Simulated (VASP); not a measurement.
A run of VASP 6.6.1 is set up as follows.

The input INCAR:

```
PREC = Accurate
ENCUT = 520
EDIFF = 1E-6
ISMEAR = 0
SIGMA = 0.1
LREAL = F
LASPH = T
NELM = 150
ALGO = Normal
ISIF = 2
LWAVE = F
LCHARG = F
ISPIN = 2
MAGMOM = 1 0 1 1 1
LORBIT = 11
LMAXMIX = 4
GGA = PE
NBANDS = 40
```

Contents of KPOINTS:

```
regular mesh
0
Gamma
  4 4 4
```

Contents of POSCAR:

```
TiGePd3
1.0
    4.9466421075      0.0000000000      0.0000000000
    0.0000000000      4.9466421075      0.0000000000
    0.0000000000      0.0000000000      4.7213934241
Ti Ge Pd
1 1 3
Direct
    0.0000000000      0.0000000000      0.5000000000
    0.5000000000      0.5000000000      0.5000000000
    0.0000000000      0.5000000000      0.5000000000
    0.5000000000      0.0000000000      0.5000000000
    0.5000000000      0.5000000000      0.0000000000
```

Potentials or basis: VASP PAW PBE potentials, release 64 (Ti_sv, Ge_d, Pd).

Launch:

```sh
$ cat potpaw_PBE.64/Ti_sv/POTCAR potpaw_PBE.64/Ge_d/POTCAR potpaw_PBE.64/Pd/POTCAR > POTCAR
$ mpirun -np 1 vasp_std > vasp.out
```

Question: What does it give for the site moments?

Answer: Ti +1.07; Ge -0.01; Pd +0.01, -0.02 μB.

Question: Estimate the net moment.

Answer: 1.28 μB per cell.

Stress tensor (GPa, compression positive):
```
 0.87  0.00  0.00
 0.00  0.87  0.00
 0.00  0.00 -0.35
```
